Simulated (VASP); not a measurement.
# Mg2Si3N3 (P-62m) in VASP: a series of runs

Mg2Si3N3 is run at these levels: PBE; tasks: relaxation of cell and atoms.

Everything below comes from runs of VASP 6.6.1. Logs are shortened: lines on timing, memory, paths and dates and some standing lists are left out, and cuts for length are marked.

## (1) The cell of the first run

Symmetry: P-62m, No. 189, hexagonal system. Conventional cell: a = 6.451 Å, b = 6.451 Å, c = 2.734 Å, α = 90.00°, β = 90.00°, γ = 120.00°. Within 3.2 Å of Mg (site symmetry -6) lie 6 N at 2.42 Å and 3 Si at 2.67 Å and 2 Mg at 2.73 Å. Si (site symmetry m2m) has 2 N at 1.82 Å and 2 Si at 2.27 Å within 2.4 Å. N (site symmetry m2m) has 2 Si at 1.82 Å and 4 Mg at 2.42 Å within 2.5 Å.

## (2) Relaxation of cell and atoms, PBE

Contents of INCAR:

```
PREC = Accurate
ENCUT = 600
EDIFF = 1E-7
ISMEAR = 0
SIGMA = 0.1
LREAL = F
LASPH = T
NELM = 120
ALGO = Normal
ISIF = 3
LWAVE = F
LCHARG = F
GGA = PE
IBRION = 2
NSW = 100
EDIFFG = -0.01
GGA_COMPAT = F
NELMIN = 4
```

Contents of KPOINTS:

```
Automatic mesh
0
Gamma
  6 6 12
```

Contents of POSCAR:

```
Mg2Si3N3
1.0
    6.4513642035      0.0000000000      0.0000000000
   -3.2256821017      5.5870452893      0.0000000000
    0.0000000000      0.0000000000      2.7340882308
Mg Si N
2 3 3
Direct
    0.6666666667      0.3333333333      0.0000000000
    0.3333333333      0.6666666667      0.0000000000
    0.0000000000      0.2033861273      0.0000000000
    0.7966138727      0.7966138727      0.0000000000
    0.2033861273      0.0000000000      0.0000000000
    0.0000000000      0.3907500851      0.5000000000
    0.6092499149      0.6092499149      0.5000000000
    0.3907500851      0.0000000000      0.5000000000
```

Potentials or basis: VASP PAW PBE potentials, release 64 (Mg, Si, N).

The run is started by

```console
cat potpaw_PBE.64/Mg/POTCAR potpaw_PBE.64/Si/POTCAR potpaw_PBE.64/N/POTCAR > POTCAR
mpirun -np 1 vasp_std > vasp.out
```

OUTCAR:

```text
PREC = Accurate
   ENCUT = 600
   EDIFF = 1E-7
   ISMEAR = 0
   LREAL = F
   LASPH = T
   NELM = 120
   ISIF = 3
   GGA = PE
   IBRION = 2
   NSW = 100
   EDIFFG = -0.01
   NELMIN = 4

 ion  position               nearest neighbor table
   1  0.667  0.333  0.000-   6 2.42   6 2.42   8 2.42   8 2.42   7 2.42   7 2.42   3 2.67   5 2.67
                             4 2.67
   2  0.333  0.667  0.000-   8 2.42   8 2.42   6 2.42   6 2.42   7 2.42   7 2.42   5 2.67   3 2.67
                             4 2.67
   3  0.000  0.203  0.000-   6 1.82   6 1.82   5 2.27   4 2.27   1 2.67   2 2.67
   4  0.797  0.797  0.000-   7 1.82   7 1.82   3 2.27   5 2.27   1 2.67   2 2.67
   5  0.203  0.000  0.000-   8 1.82   8 1.82   3 2.27   4 2.27   2 2.67   1 2.67
   6  0.000  0.391  0.500-   3 1.82   3 1.82   1 2.42   1 2.42   2 2.42   2 2.42
   7  0.609  0.609  0.500-   4 1.82   4 1.82   1 2.42   1 2.42   2 2.42   2 2.42
   8  0.391  0.000  0.500-   5 1.82   5 1.82   2 2.42   2 2.42   1 2.42   1 2.42

  LATTYP: Found a hexagonal cell.
 ALAT       =     6.4513642035
 C/A-ratio  =     0.4238000126

  Lattice vectors:

 A1 = (   6.4513642035,   0.0000000000,   0.0000000000)
 A2 = (  -3.2256821017,   5.5870452893,   0.0000000000)
 A3 = (   0.0000000000,   0.0000000000,   2.7340882308)

Analysis of symmetry for initial positions (statically):
=====================================================================
 Subroutine PRICEL returns:
 Original cell was already a primitive cell.

 Routine SETGRP: Setting up the symmetry group for a
 hexagonal supercell.

 Subroutine GETGRP returns: Found 12 space group operations
 (whereof 12 operations were pure point group operations)
 out of a pool of 24 trial point group operations.

The static configuration has the point symmetry D_3h.

Analysis of symmetry for dynamics (positions and initial velocities):
=====================================================================
 Subroutine PRICEL returns:
 Original cell was already a primitive cell.

 Routine SETGRP: Setting up the symmetry group for a
 hexagonal supercell.

 Subroutine GETGRP returns: Found 12 space group operations
 (whereof 12 operations were pure point group operations)
 out of a pool of 24 trial point group operations.

The dynamic configuration has the point symmetry D_3h.

 Subroutine INISYM returns: Found 12 space group operations
 (whereof 12 operations are pure point group operations),
 and found     1 'primitive' translations

----------------------------------------------------------------------------------------

                                     Primitive cell

  volume of cell :      98.5477

  direct lattice vectors                    reciprocal lattice vectors
     6.451364203  0.000000000  0.000000000     0.155005975  0.089492742  0.000000000
    -3.225682102  5.587045289  0.000000000     0.000000000  0.178985483  0.000000000
     0.000000000  0.000000000  2.734088231     0.000000000  0.000000000  0.365752644

  length of vectors
     6.451364203  6.451364203  2.734088231     0.178985483  0.178985483  0.365752644

  position of ions in fractional coordinates (direct lattice)
     0.666666667  0.333333333  0.000000000
     0.333333333  0.666666667  0.000000000
     0.000000000  0.203386127  0.000000000
     0.796613873  0.796613873  0.000000000
     0.203386127  0.000000000  0.000000000
     0.000000000  0.390750085  0.500000000
     0.609249915  0.609249915  0.500000000
     0.390750085  0.000000000  0.500000000

  ion indices of the primitive-cell ions
   primitive index   ion index
                 1           1
                 2           2
                 3           3
                 4           4
                 5           5
                 6           6
                 7           7
                 8           8

----------------------------------------------------------------------------------------

 KPOINTS: Automatic mesh

Automatic generation of k-mesh.
 Grid dimensions read from file:
 generate k-points for:    6    6   12

 Generating k-lattice:

  Cartesian coordinates                     Fractional coordinates (reciprocal lattice)
     0.025834329  0.014915457  0.000000000     0.166666667  0.000000000  0.000000000
     0.000000000  0.029830914  0.000000000     0.000000000  0.166666667  0.000000000
     0.000000000  0.000000000  0.030479387     0.000000000  0.000000000  0.083333333

  Length of vectors
     0.029830914  0.029830914  0.030479387

  Shift w.r.t. Gamma in fractional coordinates (k-lattice)
     0.000000000  0.000000000  0.000000000

 Subroutine IBZKPT returns following result:
 ===========================================

 Found     49 irreducible k-points:

 Following reciprocal coordinates:
            Coordinates               Weight
  0.000000  0.000000  0.000000      1.000000
  0.166667 -0.000000  0.000000      6.000000
  0.333333 -0.000000  0.000000      6.000000
  0.500000 -0.000000  0.000000      3.000000
  0.166667  0.166667  0.000000      6.000000
  0.333333  0.166667  0.000000     12.000000
[... 16 lines left out ...]
  0.166667 -0.000000  0.250000     12.000000
  0.333333 -0.000000  0.250000     12.000000
 [... further k-points ...]
   k-points           NKPTS =     49   k-points in BZ     NKDIM =     49   number of bands    NBANDS=     20
   number of dos      NEDOS =    301   number of ions     NIONS =      8
   total plane-waves  NPLWV =  69984
   dimension x,y,z NGX =    54 NGY =   54 NGZ =   24
   dimension x,y,z NGXF=   108 NGYF=  108 NGZF=   48
   ions per type =               2   3   3
   NGX,Y,Z   is equivalent  to a cutoff of  13.92, 13.92, 14.59 a.u.
   NGXF,Y,Z  is equivalent  to a cutoff of  27.83, 27.83, 29.19 a.u.
 SYSTEM =  unknown system
   PREC   = accura    normal or accurate (medium, high low for compatibility)
   ISTART =      0    job   : 0-new  1-cont  2-samecut
   ICHARG =      2    charge: 1-file 2-atom 10-const
   ISPIN  =      1    spin polarized calculation?
   LNONCOLLINEAR =      F non collinear calculations
   LSORBIT =      F    spin-orbit coupling
   LASPH  =      T    aspherical Exc in radial PAW
   ENCUT  =  600.0 eV  44.10 Ry    6.64 a.u.  12.88 12.88  5.46*2*pi/ulx,y,z
   NELM   =    120;   NELMIN=  4; NELMDL= -5     # of ELM steps
   EDIFF  = 0.1E-06   stopping-criterion for ELM
   LREAL  =      F    real-space projection
   EDIFFG = -.1E-01   stopping-criterion for IOM
   NSW    =    100    number of steps for IOM
   IBRION =      2    ionic relax: 0-MD 1-quasi-New 2-CG
   NFREE  =      1    steps in history (QN), initial steepest desc. (CG)
   ISIF   =      3    stress and relaxation
   ISYM   =      2    0-nonsym 1-usesym 2-fastsym
   POTIM  = 0.5000    time-step for ionic-motion
   TEBEG  =    0.0;   TEEND  =   0.0 temperature during run
   PSTRESS=    0.0 pullay stress
   NELECT =      31.0000    total number of electrons
   NUPDOWN=      -1.0000    fix difference up-down
   EMIN   =  10.00;   EMAX   =-10.00  energy-range for DOS
   EFERMI =   0.00;   METHOD = LEGACY
   ISMEAR =     0;   SIGMA  =   0.10  broadening in eV -4-tet -1-fermi 0-gaus
   EFERMI_NEDOS =   21; number of points for ismear=-14 and -15
   IALGO  =     38    algorithm
   IMIX   =      4    mixing-type and parameters
     AMIX     =   0.40;   BMIX     =  1.00
     AMIX_MAG =   1.60;   BMIX_MAG =  1.00
  volume/ion in A,a.u.               =      12.32        83.13
  Fermi-wavevector in a.u.,A,eV,Ry     =   1.113388  2.103999 16.866236  1.239633
  Thomas-Fermi vector in A             =   2.249973
   LORBIT       =      0    0 simple, 1 ext, 2 COOP (PROOUT), +10 PAW based schemes
   GGA     = PE    functional components
   LHFCALC =     F    Hartree Fock is set to
   AEXX    =    0.0000 exact exchange contribution
   IVDW    =     0    specifies the selected vdW correction
   LEPSILON=     F    determine dielectric tensor
   LRPA    =     F    only Hartree local field effects (RPA)
 conjugate gradient relaxation of ions
 non-spin polarized calculation
 Gauss-broadening in eV      SIGMA  =   0.10
  energy-cutoff  :      600.00
  volume of cell :       98.55
 maximum number of plane-waves:      3322
 NGX is ok and might be reduce to    54
   NGX = 25   NGY = 25   NGZ = 11

--------------------------------------- Ionic step        1  -------------------------------------------

 number of electron      30.9999998 magnetization

 Free energy of the ion-electron system (eV)
  ---------------------------------------------------
  ext. energy  EPLUGINS =         0.00000000
  ---------------------------------------------------
  free energy    TOTEN  =       -46.38924537 eV

  energy without entropy =      -46.38539252  energy(sigma->0) =      -46.38731894

------------------------ aborting loop because EDIFF is reached ----------------------------------------

  FORCE on cell =-STRESS in cart. coord.  units (eV):
  Direction    XX          YY          ZZ          XY          YZ          ZX
  --------------------------------------------------------------------------------------
  -------------------------------------------------------------------------------------
  Total        0.3113396      0.3113396      0.0547426      0.0000000     -0.0000000     -0.0000000
  in kB        5.0617264      5.0617264      0.8899990      0.0000000     -0.0000000     -0.0000000
  external PRESSURE =       3.6711506 kB  Pullay stress =       0.0000000 kB
[... 237 lines left out ...]
  energy  without entropy=      -46.3923005995  energy(sigma->0) =      -46.39396463

--------------------------------------- Ionic step        7  -------------------------------------------

 number of electron      30.9999998 magnetization

 Free energy of the ion-electron system (eV)
  ---------------------------------------------------
  ext. energy  EPLUGINS =         0.00000000
  ---------------------------------------------------
  free energy    TOTEN  =       -46.39569746 eV

  energy without entropy =      -46.39236797  energy(sigma->0) =      -46.39403271

 E-fermi :   7.7701     XC(G=0): -10.4881

 val. band max:        7.7692155200   @ k =   0.0000   0.0000   0.1667
 cond. band min:       7.8108835015   @ k =   0.3333   0.3333   0.2500
 fundamental gap:      0.0416679815
 Fermi energy:         7.7701020292

 k-point     1 :       0.0000    0.0000    0.0000
  band No.  band energies     occupation
      1     -10.3813      2.00000
      2      -9.6605      2.00000
      3      -9.6605      2.00000
      4      -3.6472      2.00000
      5      -0.5612      2.00000
      6      -0.5612      2.00000
[... 12 lines left out ...]
     19      11.3848      0.00000
[... 513 lines left out ...]
      4      -2.9842      2.00000
      5       0.1001      2.00000
      6       0.2779      2.00000
[... 12 lines left out ...]
     19      10.6056      0.00000
     20      11.1506      0.00000

 [... further k-points ...]

------------------------ aborting loop because EDIFF is reached ----------------------------------------

  FORCE on cell =-STRESS in cart. coord.  units (eV):
  Direction    XX          YY          ZZ          XY          YZ          ZX
  --------------------------------------------------------------------------------------
  -------------------------------------------------------------------------------------
  Total       -0.0241757     -0.0241757      0.0159825     -0.0000000     -0.0000000      0.0000000
  in kB       -0.3901133     -0.3901133      0.2579026     -0.0000000     -0.0000000      0.0000000
  external PRESSURE =      -0.1741080 kB  Pullay stress =       0.0000000 kB
[... 23 lines left out ...]
  FREE ENERGIE OF THE ION-ELECTRON SYSTEM (eV)
  ---------------------------------------------------
  free  energy   TOTEN  =       -46.3956974565 eV

  energy  without entropy=      -46.3923679706  energy(sigma->0) =      -46.39403271

 reached required accuracy - stopping structural energy minimisation
```

Wall time 5.1 min (1 thread of Intel Xeon 6975P-C (Granite Rapids), shared host); peak memory 0.34 GiB.

Results:

```yaml
Free_energy: -46.3957 eV
Relaxed_volume: 12.41 Å³/atom
Relaxed_cell: a = 6.470 Å, b = 6.470 Å, c = 2.739 Å, α = 90.00°, β = 90.00°, γ = 120.00°
Space_group_after_relaxing_to_0.1_Å: P-62m (No. 189)
Energy_gained_by_relaxing: 0.8 meV/atom
Ionic_steps: 7
Pressure_after_relaxing: 0.0 GPa
Largest_force_after_relaxing: 0.004 eV/Å
Band_gap_on_the_k_mesh: zero (an odd number of electrons rules out a gap without spin polarisation)
```

Forces in eV/Å, atoms in the order of the input:
```
Mg   0.000  0.000  0.000
Mg   0.000  0.000  0.000
Si   0.002 -0.004  0.000
Si   0.002  0.004  0.000
Si  -0.004  0.000  0.000
N    0.002 -0.003  0.000
N    0.002  0.003  0.000
N   -0.004  0.000  0.000
```

The path:
| step | energy change (eV) | largest force (eV/Å) | pressure (GPa) | volume (Å³) |
| --- | --- | --- | --- | --- |
| 1 | 0.0000 | 0.3519 | 0.37 | 98.55 |
| 2 | 0.0042 | 0.5636 | 0.49 | 98.95 |
| 3 | -0.0051 | 0.0420 | 0.40 | 98.72 |
| 4 | -0.0059 | 0.0521 | -0.08 | 99.14 |
| 5 | -0.0059 | 0.0530 | -0.13 | 99.17 |
| 6 | -0.0064 | 0.0197 | -0.05 | 99.25 |
| 7 | -0.0065 | 0.0041 | -0.02 | 99.29 |

Final structure:
```cif
data_structure
_symmetry_space_group_name_H-M 'P 1'
_symmetry_Int_Tables_number 1
_cell_length_a 6.4703
_cell_length_b 6.4703
_cell_length_c 2.7386
_cell_angle_alpha 90.000
_cell_angle_beta 90.000
_cell_angle_gamma 120.000
_cell_volume 99.29
loop_
_atom_site_label
_atom_site_type_symbol
_atom_site_fract_x
_atom_site_fract_y
_atom_site_fract_z
_atom_site_occupancy
Mg1 Mg 0.66667 0.33333 0.00000 1
Mg2 Mg 0.33333 0.66667 0.00000 1
Si1 Si 0.00000 0.20408 0.00000 1
Si2 Si 0.79592 0.79592 0.00000 1
Si3 Si 0.20408 0.00000 0.00000 1
N1 N 0.00000 0.38898 0.50000 1
N2 N 0.61102 0.61102 0.50000 1
N3 N 0.38898 0.00000 0.50000 1
```

## (3) Relaxation of cell and atoms, PBE

This run uses another cell than the first one, of 12.47 Å³/atom.

Contents of INCAR:

```
SYSTEM = Mg2Si3N3
  ALGO = Normal
  EDIFF = 1E-7
  EDIFFG = -0.04
  ENCUT = 600
  GGA = PE
  GGA_COMPAT = .FALSE.
  IBRION = 2
  ISIF = 3
  ISMEAR = 0
  LASPH = .TRUE.
  LCHARG = .FALSE.
  LREAL = .FALSE.
  LWAVE = .FALSE.
  NELM = 120
  NELMIN = 4
  NSW = 90
  PREC = Accurate
  SIGMA = 0.1
```

Contents of KPOINTS:

```
k-points
0
G
  3 3 6
  0 0 0
```

Contents of POSCAR:

```
Mg2Si3N3
1.0
    6.4814645181      0.0000000000      0.0000000000
   -3.2407322591      5.6131129264      0.0000000000
    0.0000000000      0.0000000000      2.7412916907
Mg Si N
2 3 3
Direct
    0.6666666667      0.3333333333      0.0000000000
    0.3333333333      0.6666666667      0.0000000000
    0.0000000000      0.2043481952      0.0000000000
    0.7956518048      0.7956518048      0.0000000000
    0.2043481952      0.0000000000      0.0000000000
    0.0000000000      0.3876781681      0.5000000000
    0.6123218319      0.6123218319      0.5000000000
    0.3876781681      0.0000000000      0.5000000000
```

Potentials or basis: VASP PAW PBE potentials, release 64 (Mg, Si, N).

The run is started by

```console
cat potpaw_PBE.64/Mg/POTCAR potpaw_PBE.64/Si/POTCAR potpaw_PBE.64/N/POTCAR > POTCAR
mpirun -np 1 vasp_std > vasp.out
```

Run time: 74 s. Hardware: 1 thread of Intel Xeon 6975P-C (Granite Rapids), shared host; peak memory 0.26 GiB.

The run converged. Its results:

- Free energy: -46.4204 eV
- Relaxed volume: 12.27 Å³/atom
- Relaxed cell: a = 6.440 Å, b = 6.440 Å, c = 2.733 Å, α = 90.00°, β = 90.00°, γ = 120.00°
- Space group after relaxing (to 0.1 Å): P-62m (No. 189)
- Energy gained by relaxing: 2.5 meV/atom
- Ionic steps: 6
- Pressure after relaxing: 0.1 GPa
- Largest force after relaxing: 0.034 eV/Å
- Band gap on the k mesh: zero (an odd number of electrons rules out a gap without spin polarisation)

Forces on the atoms (eV/Å):
```
Mg   0.000  0.000  0.000
Mg   0.000  0.000  0.000
Si  -0.008  0.014  0.000
Si  -0.008 -0.014  0.000
Si   0.016  0.000  0.000
N   -0.017  0.030  0.000
N   -0.017 -0.030  0.000
N    0.034  0.000  0.000
```

Step by step:
```
step  energy change (eV)  largest force (eV/Å)  pressure (GPa)  volume (Å³)
   1              0.0000                0.5791           -0.91        99.73
   2              0.0178                1.1339           -0.55        98.72
   3             -0.0146                0.0960           -0.79        99.32
   4             -0.0181                0.1123            0.16        98.46
   5             -0.0182                0.1178            0.33        98.32
   6             -0.0202                0.0344            0.10        98.18
```

Final structure:
```yaml
crystal:
  lattice:
    - [6.44042, 0.00000, 0.00000]
    - [-3.22021, 5.57757, 0.00000]
    - [0.00000, 0.00000, 2.73323]
  atoms:
    - { symbol: Mg, position: [0.66667, 0.33333, 0.00000] }
    - { symbol: Mg, position: [0.33333, 0.66667, 0.00000] }
    - { symbol: Si, position: [0.00000, 0.20339, 0.00000] }
    - { symbol: Si, position: [0.79661, 0.79661, 0.00000] }
    - { symbol: Si, position: [0.20339, 0.00000, 0.00000] }
    - { symbol: N, position: [0.00000, 0.39069, 0.50000] }
    - { symbol: N, position: [0.60931, 0.60931, 0.50000] }
    - { symbol: N, position: [0.39069, 0.00000, 0.50000] }
```

Levels at points of the mesh, in eV from the Fermi level:
```csv
k point,band 13,band 14,band 15,band 16,band 17,band 18,band 19,band 20
"(0.00, 0.00, 0.00)",-2.99,-1.16,-1.16,-0.03,2.60,2.60,4.27,4.27
"(0.00, 0.00, 0.50)",-2.97,-2.74,-2.74,-1.18,0.54,3.57,3.57,3.76
```

Caveat: the k points lie up to 0.38 Å⁻¹ apart in the final cell, too coarse for converged energies and pressures of a metal.
